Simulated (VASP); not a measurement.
Here is a VASP 6.6.1 calculation.

INCAR

```
PREC     = Accurate       # precision mode
ENCUT    = 520            # plane-wave cutoff, eV
EDIFF    = 1E-6           # SCF threshold, eV
ISMEAR   = -1             # smearing method
SIGMA    = 0.02           # smearing width, eV
LREAL    = F              # projectors in reciprocal space
LASPH    = T              # aspherical terms in the spheres
NELM     = 100            # most SCF steps
ALGO     = Normal         # electronic algorithm
ISIF     = 2              # what is computed and relaxed
LWAVE    = F              # write WAVECAR
LCHARG   = T              # write CHGCAR
GGA      = PS             # functional
LELF     = T              # ELF
LVHAR    = T            
NBANDS   = 16             # bands
```

The input KPOINTS:

```
regular mesh
0
Gamma
  6 6 6
```

Contents of POSCAR:

```
CdS
1.0
    0.0000000000      2.8969255847      2.8969255847
    2.8969255847      0.0000000000      2.8969255847
    2.8969255847      2.8969255847      0.0000000000
Cd S
1 1
Direct
    0.0000000000      0.0000000000      0.0000000000
    0.2500000000      0.2500000000      0.2500000000
```

Potentials or basis: VASP PAW PBE potentials, release 64 (Cd, S).

Launch:

```sh
$ cat potpaw_PBE.64/Cd/POTCAR potpaw_PBE.64/S/POTCAR > POTCAR
$ mpirun -np 1 vasp_std > vasp.out
```

Q: What does it give for the band gap on the k mesh?

A: 1.05 eV, direct.

Q: Predict the pressure.

A: 1.4 GPa.

Caveat: the PAW data sets were made with another functional, which shifts forces and pressure a little. As with any semilocal functional, this PBEsol gap is likely too small.
